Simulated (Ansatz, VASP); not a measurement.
**One calculation of MoS2, two programs**

INCAR

```
PREC     = Accurate       # precision mode
ENCUT    = 600            # plane-wave cutoff, eV
EDIFF    = 1E-6           # SCF threshold, eV
ISMEAR   = -1             # smearing method
SIGMA    = 0.05           # smearing width, eV
LREAL    = F              # projectors in reciprocal space
LASPH    = T              # aspherical terms in the spheres
NELM     = 80             # most SCF steps
ALGO     = Normal         # electronic algorithm
ISIF     = 3              # what is computed and relaxed
LWAVE    = F              # write WAVECAR
LCHARG   = F              # write CHGCAR
GGA      = PS             # functional
IBRION   = 2              # ionic algorithm
NSW      = 80             # ionic steps
EDIFFG   = -0.02          # ionic threshold
```

File KPOINTS:

```
regular mesh
0
Gamma
  9 9 4
```

The input POSCAR:

```
MoS2
1.0
    3.2274645616      0.0000000000      0.0000000000
   -1.6137322808      2.7950663001      0.0000000000
    0.0000000000      0.0000000000      6.3124734200
Mo S
1 2
Direct
    0.0000000000      0.0000000000      0.5000000000
    0.6666666667      0.3333333333      0.7446806800
    0.3333333333      0.6666666667      0.2553193200
```

File input.yaml:

```yaml
crystal:
  lattice:
    - [3.2274645616, 0.0, 0.0]
    - [-1.6137322808, 2.7950663001, 0.0]
    - [0.0, 0.0, 6.31247342]
  atoms:
    - { symbol: Mo, position: [0.0, 0.0, 0.5] }
    - { symbol: S, position: [0.6666666667, 0.3333333333, 0.74468068] }
    - { symbol: S, position: [0.3333333333, 0.6666666667, 0.25531932] }
kpoints:
  mp_grid: { grid: [9, 9, 4] }
scf:
  occupations: { method: fermi_dirac, width: 0.05 }
hamiltonian:
  xc: pbesol
  pseudopotentials: { kind: all_electron, lapw: { basis_error: 0.002 } }
output:
  forces: true
  stress: true
relax:
  f_tol: 0.02
  max_steps: 60
  cell: {}
```

Alike in both runs: task relaxation of cell and atoms; functional PBEsol; k mesh 9 × 9 × 4; occupations fermi-dirac, width 0.05 eV; no spin polarisation.

|  | VASP | Ansatz |
| --- | --- | --- |
| version | VASP 6.6.1 | Ansatz 0.2.0 |
| potentials or method | VASP PAW PBE potentials, release 64 (Mo_sv, S), cutoff 600 eV | all-electron LAPW, scalar-relativistic |

Ansatz gave:

| Quantity | Value |
| --- | --- |
| relaxed volume (Å³/atom) | 17.38 |
| relaxed cell length with the largest relative difference (Å) | 6.073 |

Task: Estimate VASP's values.

Result: Relaxed volume (Å³/atom): 17.33; relaxed cell length with the largest relative difference (Å): 6.059.

VASP's potentials were made for PBE, not for PBEsol. Ansatz ran all-electron here, and VASP with PAW potentials.
